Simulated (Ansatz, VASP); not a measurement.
# Two plane-wave programs on MgO

```
Mg O
1.0
     4.16071    0.00000    0.00000
     0.00000   -4.16071    0.00000
     0.00000    0.00000   -4.16071
Mg O
4 4
Direct
  0.91163 0.08837 0.07499
  0.50000 0.50000 0.00000
  0.50000 0.00000 0.50000
  0.00000 0.50000 0.50000
  0.50000 0.00000 0.00000
  0.00000 0.50000 0.00000
  0.00000 0.00000 0.50000
  0.50000 0.50000 0.50000
```

Alike in both runs: task single point; functional LDA; k mesh 6 × 6 × 6; occupations gaussian, width 0.05 eV; no spin polarisation.

|  | VASP | Ansatz |
| --- | --- | --- |
| version | VASP 6.6.1 | Ansatz 0.2.0 |
| potentials or method | VASP PAW LDA potentials, release 64 (Mg, O), cutoff 520 eV | scalar-relativistic, plane waves, PAW |
| valence electrons in the cell | 32 | 64 |

Ansatz gave:

* gap on the k mesh at the Fermi level (eV): 4.88
* least direct gap on the mesh (eV): 4.88
* pressure (GPa): 10.7
* traceless stress, the component that is largest in VASP (GPa): -2.36
* rms of the force components (eV/Å): 1.580

What did VASP give for the same quantities?

gap on the k mesh at the Fermi level (eV): 4.88; least direct gap on the mesh (eV): 4.88; pressure (GPa): 9.4; traceless stress, the component that is largest in VASP (GPa): -2.50; rms of the force components (eV/Å): 1.635.

Ansatz warns that its potentials were made for another functional, while VASP's fit it. LDA's correlation is that of Perdew and Zunger in VASP and of Perdew and Wang (1992) in Ansatz. Atom by atom the forces differ by 0.059 eV/Å (rms over components). VASP's potentials hold 32 valence electrons a cell and Ansatz's 64, so a difference there can come from the potentials and not from the codes.
